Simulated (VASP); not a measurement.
Input of a VASP 6.6.1 run:

Contents of POSCAR:

```
La2O3
1.0
    3.9351015402      0.0000000000      0.0000000000
   -1.9675507701      3.4078979003      0.0000000000
    0.0000000000      0.0000000000      6.1262271608
La O
2 3
Direct
    0.6666666667      0.3333333333      0.7538431652
    0.3333333333      0.6666666667      0.2461568348
    0.6666666667      0.3333333333      0.3538862911
    0.3333333333      0.6666666667      0.6461137089
    0.0000000000      0.0000000000      0.0000000000
```

INCAR.step1

```
SYSTEM = La2O3
PREC = Accurate ; ENCUT = 520
EDIFF = 1E-5 ; ISMEAR = 0
SIGMA = 0.01 ; LREAL = .FALSE.
LASPH = .TRUE. ; NELM = 60
ALGO = Normal ; ISIF = 2
LWAVE = .TRUE. ; GGA = PE
NBANDS = 28 ; LUSENCCL = .FALSE.
```

The input INCAR.step2:

```
SYSTEM = La2O3
PREC = Accurate ; ENCUT = 520
EDIFF = 1E-6 ; ISMEAR = 0
SIGMA = 0.01 ; LREAL = .FALSE.
LASPH = .TRUE. ; NELM = 60
ALGO = Normal ; ISIF = 2
LWAVE = .FALSE. ; LCHARG = .TRUE.
GGA = PE ; LHFCALC = .TRUE.
AEXX = 0.25 ; PRECFOCK = Fast
LELF = .TRUE. ; LVHAR = .TRUE.
ISTART = 1 ; NBANDS = 28
LUSENCCL = .FALSE.
```

Contents of KPOINTS:

```
Automatic mesh
0
G
  6 6 2
  0 0 0
```

Potentials or basis: VASP PAW PBE potentials, release 64 (La, O).

Launch:

```sh
$ cat potpaw_PBE.64/La/POTCAR potpaw_PBE.64/O/POTCAR > POTCAR
$ cp INCAR.step1 INCAR
$ mpirun -np 1 vasp_std > vasp.out
$ cp INCAR.step2 INCAR
$ mpirun -np 1 vasp_std > vasp.out
```

Task: What does it give for the largest force?

Result: 0.186 eV/Å.

Task: Estimate the band gap on the k mesh.

Result: 6.04 eV (least direct gap 6.17 eV).

Task: Predict the pressure.

Result: -1.4 GPa.

Stress tensor (GPa, compression positive):
```
-1.71  0.00  0.00
 0.00 -1.71  0.00
 0.00  0.00 -0.87
```

Caveat: the k points lie up to 0.51 Å⁻¹ apart; the PAW data sets were made with another functional, which shifts forces and pressure a little; spin-orbit coupling is left out, which moves the levels of the heavy elements. A k mesh can miss the band edges.
